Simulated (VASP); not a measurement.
# Cs (P6_3/mmc) in VASP: notebook, part 2 of 3

VASP 6.6.1. Earlier steps stand in the parts before.

**3. Single point, LDA**

Input file INCAR:

```
SYSTEM = Cs
PREC = Accurate
ENCUT = 500
EDIFF = 1E-6
ISMEAR = -1
SIGMA = 0.05
LREAL = .False.
LASPH = .True.
NELM = 120
ALGO = Normal
ISIF = 2
LWAVE = .False.
LCHARG = .False.
NBANDS = 26
GGA_COMPAT = .False.
```

Input file KPOINTS:

```
regular mesh
0
Gamma
  10 10 3
  0 0 0
```

Input file POSCAR:

```
Cs
1.0
    3.7902676654      0.0000000000      0.0000000000
   -1.8951338327      3.2824680854      0.0000000000
    0.0000000000      0.0000000000     12.0738791386
Cs
4
Direct
    0.0000000000      0.0000000000      0.0000000000
    0.0000000000      0.0000000000      0.5000000000
    0.3333333333      0.6666666667      0.2500000000
    0.6666666667      0.3333333333      0.7500000000
```

Potentials or basis: VASP PAW LDA potentials, release 64 (Cs_sv).

Run with:

```
> cat potpaw_LDA.64/Cs_sv/POTCAR > POTCAR
> mpirun -np 1 vasp_std > vasp.out
```

OUTCAR:

```text
SYSTEM = Cs
   PREC = Accurate
   ENCUT = 500
   EDIFF = 1E-6
   ISMEAR = -1
   LREAL = .False.
   LASPH = .True.
   NELM = 120
   ISIF = 2

 ion  position               nearest neighbor table
   1  0.000  0.000  0.000-
   2  0.000  0.000  0.500-
   3  0.333  0.667  0.250-
   4  0.667  0.333  0.750-

  LATTYP: Found a hexagonal cell.
 ALAT       =     3.7902676654
 C/A-ratio  =     3.1854951166

  Lattice vectors:

 A1 = (   3.7902676654,   0.0000000000,   0.0000000000)
 A2 = (  -1.8951338327,   3.2824680854,   0.0000000000)
 A3 = (   0.0000000000,   0.0000000000,  12.0738791386)

Analysis of symmetry for initial positions (statically):
=====================================================================
 Subroutine PRICEL returns:
 Original cell was already a primitive cell.

 Routine SETGRP: Setting up the symmetry group for a
 hexagonal supercell.

 Subroutine GETGRP returns: Found 24 space group operations
 (whereof 12 operations were pure point group operations)
 out of a pool of 24 trial point group operations.

The static configuration has the point symmetry D_3d.
 The point group associated with its full space group is D_6h.

Analysis of symmetry for dynamics (positions and initial velocities):
=====================================================================
 Subroutine PRICEL returns:
 Original cell was already a primitive cell.

 Routine SETGRP: Setting up the symmetry group for a
 hexagonal supercell.

 Subroutine GETGRP returns: Found 24 space group operations
 (whereof 12 operations were pure point group operations)
 out of a pool of 24 trial point group operations.

The dynamic configuration has the point symmetry D_3d.
 The point group associated with its full space group is D_6h.

 Subroutine INISYM returns: Found 24 space group operations
 (whereof 12 operations are pure point group operations),
 and found     1 'primitive' translations

----------------------------------------------------------------------------------------

                                     Primitive cell

  volume of cell :     150.2164

  direct lattice vectors                    reciprocal lattice vectors
     3.790267665  0.000000000  0.000000000     0.263833610  0.152324406  0.000000000
    -1.895133833  3.282468085  0.000000000     0.000000000  0.304648811  0.000000000
     0.000000000  0.000000000 12.073879139     0.000000000  0.000000000  0.082823423

  length of vectors
     3.790267665  3.790267665 12.073879139     0.304648811  0.304648811  0.082823423

  position of ions in fractional coordinates (direct lattice)
     0.000000000  0.000000000  0.000000000
     0.000000000  0.000000000  0.500000000
     0.333333333  0.666666667  0.250000000
     0.666666667  0.333333333  0.750000000

  ion indices of the primitive-cell ions
   primitive index   ion index
                 1           1
                 2           2
                 3           3
                 4           4

----------------------------------------------------------------------------------------

 KPOINTS: regular mesh

Automatic generation of k-mesh.
 Grid dimensions read from file:
 generate k-points for:   10   10    3

 Generating k-lattice:

  Cartesian coordinates                     Fractional coordinates (reciprocal lattice)
     0.026383361  0.015232441  0.000000000     0.100000000  0.000000000  0.000000000
     0.000000000  0.030464881  0.000000000     0.000000000  0.100000000  0.000000000
     0.000000000  0.000000000  0.027607808     0.000000000  0.000000000  0.333333333

  Length of vectors
     0.030464881  0.030464881  0.027607808

  Shift w.r.t. Gamma in fractional coordinates (k-lattice)
     0.000000000  0.000000000  0.000000000

 Subroutine IBZKPT returns following result:
 ===========================================

 Found     28 irreducible k-points:

 Following reciprocal coordinates:
            Coordinates               Weight
  0.000000  0.000000  0.000000      1.000000
  0.100000  0.000000  0.000000      6.000000
  0.200000  0.000000  0.000000      6.000000
  0.300000  0.000000  0.000000      6.000000
  0.400000  0.000000  0.000000      6.000000
  0.500000  0.000000  0.000000      3.000000
[... 16 lines left out ...]
  0.300000  0.100000  0.333333     24.000000
  0.400000  0.100000  0.333333     24.000000
 [... further k-points ...]
   k-points           NKPTS =     28   k-points in BZ     NKDIM =     28   number of bands    NBANDS=     26
   number of dos      NEDOS =    301   number of ions     NIONS =      4
   total plane-waves  NPLWV =  70560
   dimension x,y,z NGX =    28 NGY =   28 NGZ =   90
   dimension x,y,z NGXF=    56 NGYF=   56 NGZF=  180
   ions per type =               4
   NGX,Y,Z   is equivalent  to a cutoff of  12.28, 12.28, 12.39 a.u.
   NGXF,Y,Z  is equivalent  to a cutoff of  24.56, 24.56, 24.78 a.u.
 SYSTEM =  Cs
   PREC   = accura    normal or accurate (medium, high low for compatibility)
   ISTART =      0    job   : 0-new  1-cont  2-samecut
   ICHARG =      2    charge: 1-file 2-atom 10-const
   ISPIN  =      1    spin polarized calculation?
   LNONCOLLINEAR =      F non collinear calculations
   LSORBIT =      F    spin-orbit coupling
   LASPH  =      T    aspherical Exc in radial PAW
   ENCUT  =  500.0 eV  36.75 Ry    6.06 a.u.   6.91  6.91 22.01*2*pi/ulx,y,z
   NELM   =    120;   NELMIN=  2; NELMDL= -5     # of ELM steps
   EDIFF  = 0.1E-05   stopping-criterion for ELM
   LREAL  =      F    real-space projection
   EDIFFG = 0.1E-04   stopping-criterion for IOM
   NSW    =      0    number of steps for IOM
   IBRION =     -1    ionic relax: 0-MD 1-quasi-New 2-CG
   NFREE  =      0    steps in history (QN), initial steepest desc. (CG)
   ISIF   =      2    stress and relaxation
   ISYM   =      2    0-nonsym 1-usesym 2-fastsym
   POTIM  = 0.5000    time-step for ionic-motion
   TEBEG  =    0.0;   TEEND  =   0.0 temperature during run
   PSTRESS=    0.0 pullay stress
   NELECT =      36.0000    total number of electrons
   NUPDOWN=      -1.0000    fix difference up-down
   EMIN   =  10.00;   EMAX   =-10.00  energy-range for DOS
   EFERMI =   0.00;   METHOD = LEGACY
   ISMEAR =    -1;   SIGMA  =   0.05  broadening in eV -4-tet -1-fermi 0-gaus
   EFERMI_NEDOS =   21; number of points for ismear=-14 and -15
   IALGO  =     38    algorithm
   IMIX   =      4    mixing-type and parameters
     AMIX     =   0.40;   BMIX     =  1.00
     AMIX_MAG =   1.60;   BMIX_MAG =  1.00
  volume/ion in A,a.u.               =      37.55       253.43
  Fermi-wavevector in a.u.,A,eV,Ry     =   1.016881  1.921626 14.069050  1.034046
  Thomas-Fermi vector in A             =   2.150250
   LORBIT       =      0    0 simple, 1 ext, 2 COOP (PROOUT), +10 PAW based schemes
   GGA     = CA    functional components
   LHFCALC =     F    Hartree Fock is set to
   AEXX    =    0.0000 exact exchange contribution
   IVDW    =     0    specifies the selected vdW correction
   LEPSILON=     F    determine dielectric tensor
   LRPA    =     F    only Hartree local field effects (RPA)
 non-spin polarized calculation
  energy-cutoff  :      500.00
  volume of cell :      150.22
 maximum number of plane-waves:      3842
 NGX is ok and might be reduce to    28
   NGX = 13   NGY = 13   NGZ = 45

 number of electron      36.0000002 magnetization

 Free energy of the ion-electron system (eV)
  ---------------------------------------------------
  ext. energy  EPLUGINS =         0.00000000
  ---------------------------------------------------
  free energy    TOTEN  =        -1.31966784 eV

  energy without entropy =       -1.26508833  energy(sigma->0) =       -1.29237808

 E-fermi :   5.0985     XC(G=0):  -9.3039

 val. band max:        5.0812262498   @ k =   0.2000   0.0000   0.0000
 cond. band min:       5.1113637536   @ k =   0.3000   0.2000   0.0000
 fundamental gap:      0.0301375039
 Fermi energy:         5.0985426172

 k-point     1 :       0.0000    0.0000    0.0000
  band No.  band energies     occupation
      1     -19.2064      2.00000
      2     -18.9398      2.00000
      3     -18.9071      2.00000
      4     -18.6081      2.00000
      5      -7.3502      2.00000
      6      -6.0097      2.00000
[... 18 lines left out ...]
     25       7.7550      0.00000
     26       7.8135      0.00000
[... 644 lines left out ...]
      4     -18.4815      2.00000
      5      -7.1193      2.00000
      6      -7.0312      2.00000
[... 18 lines left out ...]
     25       7.5419      0.00000
     26       8.2789      0.00000

 [... further k-points ...]
[... 5 lines left out ...]
  --------------------------------------------------------------------------------------
  -------------------------------------------------------------------------------------
  Total        4.8061876      4.8061876      4.8442153      0.0000000      0.0000000      0.0000000
  in kB       51.2618275     51.2618275     51.6674232      0.0000000      0.0000000      0.0000000
  external PRESSURE =      51.3970261 kB  Pullay stress =       0.0000000 kB

 VOLUME and BASIS-vectors are now :
 -----------------------------------------------------------------------------
  energy-cutoff  :      500.00
  volume of cell :      150.22
      direct lattice vectors                 reciprocal lattice vectors
     3.790267665  0.000000000  0.000000000     0.263833610  0.152324406  0.000000000
    -1.895133833  3.282468085  0.000000000     0.000000000  0.304648811  0.000000000
     0.000000000  0.000000000 12.073879139     0.000000000  0.000000000  0.082823423

 POSITION                                       TOTAL-FORCE (eV/Angst)
 -----------------------------------------------------------------------------------
      0.00000      0.00000      0.00000        -0.000000      0.000000      0.000000
      0.00000      0.00000      6.03694        -0.000000      0.000000      0.000000
     -0.00000      2.18831      3.01847        -0.000000     -0.000000     -0.000000
      1.89513      1.09416      9.05541         0.000000      0.000000     -0.000000
 -----------------------------------------------------------------------------------
    total drift:                                0.000000     -0.000000      0.000000

  FREE ENERGIE OF THE ION-ELECTRON SYSTEM (eV)
  ---------------------------------------------------
  free  energy   TOTEN  =        -1.3196678354 eV

  energy  without entropy=       -1.2650883269  energy(sigma->0) =       -1.29237808
```

OSZICAR:

```text
N       E                     dE             d eps       ncg     rms          rms(c)
DAV:   1     0.238060752267E+03    0.23806E+03   -0.15365E+04  1456   0.117E+03
DAV:   2     0.170512534973E+02   -0.22101E+03   -0.21544E+03  2046   0.205E+02
DAV:   3    -0.136292515526E+01   -0.18414E+02   -0.18222E+02  1852   0.606E+01
DAV:   4    -0.159390207427E+01   -0.23098E+00   -0.22989E+00  1872   0.771E+00
DAV:   5    -0.159538888692E+01   -0.14868E-02   -0.14864E-02  1876   0.650E-01    0.195E+00
DAV:   6    -0.138254527628E+01    0.21284E+00   -0.24528E-01  1660   0.198E+00    0.892E-01
DAV:   7    -0.132133652567E+01    0.61209E-01   -0.17437E-01  1624   0.168E+00    0.213E-01
DAV:   8    -0.131976803345E+01    0.15685E-02   -0.30983E-03  1926   0.250E-01    0.695E-02
DAV:   9    -0.131968021211E+01    0.87821E-04   -0.13203E-04  1736   0.566E-02    0.134E-02
DAV:  10    -0.131966783575E+01    0.12376E-04   -0.50647E-06  1750   0.142E-02    0.591E-03
DAV:  11    -0.131966783542E+01    0.32924E-09   -0.16704E-06  1126   0.671E-03
   1 F= -.13196678E+01 E0= -.12923781E+01  d E =-.545795E-01
```

Wall time 46 s (1 thread of AMD EPYC 9R45 (Zen 5), shared host); peak memory 0.2 GiB.

What came out:

| Item | Value |
| --- | --- |
| Free energy | -1.3197 eV |
| Pressure | 5.1 GPa |
| Band gap on the k mesh | zero (bands 18 and 19 overlap by 0.89 eV) |

Caveat: the cell stands under pressure; spin-orbit coupling is left out, which moves the levels of the heavy elements.

(Part 2 of 3 ends here.)

The gap in the log of VASP goes by the Fermi energy; the results here count the filled bands.